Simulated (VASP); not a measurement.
Write the native input for VASP 6.6.1 that does the following.

```
Task                   : single point
Functional             : PBE
Potentials or basis    : VASP PAW PBE potentials, release 64 (Cu, F)
Cutoff                 : 520 eV
k mesh                 : 18 × 18 × 6
Occupations            : gaussian, width 0.1 eV
Spin                   : no spin polarisation
Dipole correction      : no
Further INCAR settings : ALGO = Normal; EDIFF = 1e-06; NBANDS = 26
```

The structure of CuF lies in POSCAR:

```
CuF
1.0
    2.8642255804      0.0000002748      0.0000000000
   -1.4321130282      2.4804919774      0.0000000000
    0.0000000000      0.0000000000      6.8097665964
Cu F
2 2
Direct
    0.0000000000      0.0000000000      0.0460962070
    0.3333333333      0.6666666667      0.5460962070
    0.0000000000      0.0000000000      0.3289037930
    0.3333333333      0.6666666667      0.8289037930
```

These files were run (other wordings do the same):

INCAR

```
SYSTEM = CuF
PREC = Accurate
ENCUT = 520
EDIFF = 1E-6
ISMEAR = 0
SIGMA = 0.1
LREAL = .False.
LASPH = .True.
NELM = 100
ALGO = Normal
ISIF = 2
LWAVE = .False.
LCHARG = .False.
GGA = PE
NBANDS = 26
```

KPOINTS

```
Automatic mesh
0
Gamma
  18 18 6
  0 0 0
```

Potentials or basis: VASP PAW PBE potentials, release 64 (Cu, F).

Launch:

```bash
$ cat potpaw_PBE.64/Cu/POTCAR potpaw_PBE.64/F/POTCAR > POTCAR
$ mpirun -np 1 vasp_std > vasp.out
```

It gave:

* Pressure: 0.2 GPa
* Largest force: 0.061 eV/Å

Run time: 2.4 min on 1 thread of Intel(R) Xeon(R) Platinum 8259CL CPU @ 2.50GHz (Skylake/Cascade Lake) (shared host), peak memory 0.28 GiB.
